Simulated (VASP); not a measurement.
# Fe: single point with PBE

Crystal: Fe.

```
Fe
1.0
     2.41263    0.00000    0.00000
    -1.20632    2.08940    0.00000
     0.00000    0.00000    4.19205
Fe
2
Direct
  0.33333 0.66667 0.25000
  0.66667 0.33333 0.75000
```

This cell differs from its parent crystal: volume scaled by 0.88.

```json
{"Program": "VASP 6.6.1", "Task": "single point", "Functional": "PBE", "Potentials or basis": "VASP PAW PBE potentials, release 64 (Fe)", "Cutoff": "520 eV", "k mesh": "16 × 16 × 8", "Occupations": "fermi-dirac, width 0.05 eV", "Spin": "collinear spin, ferromagnetic start", "Starting moments": "[2.579, 2.579] μB"}
```

The pressure is -7.8 GPa and the band gap on the k mesh is zero (filled and empty bands overlap). The net moment is 0.00 μB per cell and the valence electrons inside the program's atomic spheres are Fe 7.43.

Stress tensor (GPa, compression positive):
```
  4.60   0.00   0.00
  0.00   4.60   0.00
  0.00   0.00 -32.74
```

Levels at points of the mesh, in eV from the Fermi level:
Spin up:
```
           k point  band 6  band 7  band 8  band 9  band 10  band 11
(0.00, 0.00, 0.00)   -1.22   -1.22   -0.55   -0.39    -0.39     0.67
(0.50, 0.00, 0.00)   -1.41   -1.31    0.81    1.07     1.19     2.71
(0.00, 0.00, 0.50)   -1.52   -1.52   -1.52    0.31     0.31     0.31
(0.50, 0.00, 0.50)   -0.41    0.16    0.16    1.14     1.14     2.45
```
Spin down:
```csv
k point,band 5,band 6,band 7,band 8,band 9,band 10,band 11,band 12
"(0.00, 0.00, 0.00)",-1.52,-1.21,-1.21,-0.55,-0.39,-0.39,0.67,0.67
"(0.50, 0.00, 0.00)",-1.59,-1.41,-1.31,0.81,1.07,1.19,2.71,4.87
"(0.00, 0.00, 0.50)",-1.52,-1.52,-1.52,-1.52,0.31,0.31,0.31,0.31
"(0.50, 0.00, 0.50)",-0.41,-0.41,0.16,0.16,1.14,1.14,2.45,2.45
```

Wall time 71 s on 1 thread of Intel(R) Xeon(R) 6975P-C (Granite Rapids), on a shared host, peak memory 0.2 GiB.

Caveat: the starting moments collapsed, and a magnetic state may lie lower.
